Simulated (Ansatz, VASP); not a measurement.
# Two plane-wave programs on Mo

Contents of INCAR:

```
  PREC = Accurate
  ENCUT = 520
  EDIFF = 1E-6
  ISMEAR = 0
  SIGMA = 0.05
  LREAL = False
  LASPH = True
  NELM = 60
  ALGO = Normal
  ISIF = 2
  LWAVE = False
  LCHARG = False
  GGA = PE
  NBANDS = 13
```

Contents of KPOINTS:

```
Automatic mesh
0
Gamma
  18 18 18
```

POSCAR

```
Mo
1.0
    0.0000000000      2.0120690562      2.0120690562
    2.0120690562      0.0000000000      2.0120690562
    2.0120690562      2.0120690562      0.0000000000
Mo
1
Direct
    0.0000000000      0.0000000000      0.0000000000
```

Input for Ansatz:

```yaml
crystal:
  lattice:
    - [0.0, 2.0120690562, 2.0120690562]
    - [2.0120690562, 0.0, 2.0120690562]
    - [2.0120690562, 2.0120690562, 0.0]
  atoms:
    - { symbol: Mo, position: [0.0, 0.0, 0.0] }
basis:
  ecutwfc: 420
  ecutrho_ratio: 4
kpoints:
  mp_grid: { grid: [18, 18, 18] }
hamiltonian:
  xc: pbe
scf:
  occupations: { method: gaussian, width: 0.05 }
output:
  forces: true
  stress: true
  eigenvalues: true
```

Alike in both runs: task single point; functional PBE; k mesh 18 × 18 × 18; occupations gaussian, width 0.05 eV; no spin polarisation.

|  | VASP | Ansatz |
| --- | --- | --- |
| version | VASP 6.6.1 | Ansatz 0.2.0 |
| potentials or method | VASP PAW PBE potentials, release 64 (Mo_sv), cutoff 520 eV | scalar-relativistic, plane waves, PAW |
| valence electrons in the cell | 14 | 14 |

```csv
,VASP,Ansatz,Ansatz less VASP
gap on the k mesh at the Fermi level (eV),none,none,-
pressure (GPa),-3.4,-3.8,-0.44
```

A gap of «none» marks a metal or a gap that the smearing closes. The functional is the same, so the differences come from potentials, cutoffs and numerics.
